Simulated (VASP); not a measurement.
A run of VASP 6.6.1 is set up as follows.

The input INCAR:

```
SYSTEM = CdS
ALGO     = Normal         ! electronic algorithm
EDIFF    = 1E-7           ! SCF threshold, eV
EDIFFG   = -0.01          ! ionic threshold
ENCUT    = 600            ! plane-wave cutoff, eV
GGA      = PS             ! functional
IBRION   = 2              ! ionic algorithm
ISIF     = 3              ! what is computed and relaxed
ISMEAR   = -1             ! smearing method
IVDW     = 13             ! dispersion correction
LASPH    = .True.         ! aspherical terms in the spheres
LCHARG   = .False.        ! write CHGCAR
LREAL    = .False.        ! projectors in reciprocal space
LWAVE    = .False.        ! write WAVECAR
NELM     = 60             ! most SCF steps
NSW      = 60             ! ionic steps
PREC     = Accurate       ! precision mode
SIGMA    = 0.05           ! smearing width, eV
```

File KPOINTS:

```
k-points
0
Gamma
  8 8 8
  0 0 0
```

POSCAR

```
CdS
1.0
    0.0000000000      2.9165000000      2.9165000000
    2.9165000000      0.0000000000      2.9165000000
    2.9165000000      2.9165000000      0.0000000000
Cd S
1 1
Direct
    0.0000000000      0.0000000000      0.0000000000
    0.7500000000      0.7500000000      0.7500000000
```

Potentials or basis: VASP PAW PBE potentials, release 64 (Cd, S).

The run is started by

```sh
$ cat potpaw_PBE.64/Cd/POTCAR potpaw_PBE.64/S/POTCAR > POTCAR
$ mpirun -np 1 vasp_std > vasp.out
```

**Question.** What does it give for the space group after relaxing (to 0.05 Å)?

**Answer.** F-43m (No. 216).

**Question.** Predict the dispersion energy per atom.

**Answer.** -0.188 eV.

**Question.** What does it give for the relaxed cell?

**Answer.** a = 4.101 Å, b = 4.101 Å, c = 4.101 Å, α = 60.00°, β = 60.00°, γ = 60.00°.

Final structure:
```xyz
2
Lattice="0.0000 2.8998 2.8998 2.8998 0.0000 2.8998 2.8998 2.8998 0.0000" Properties=species:S:1:pos:R:3 pbc="T T T"
Cd    0.0000    0.0000    0.0000
S     4.3497    4.3497    4.3497
```
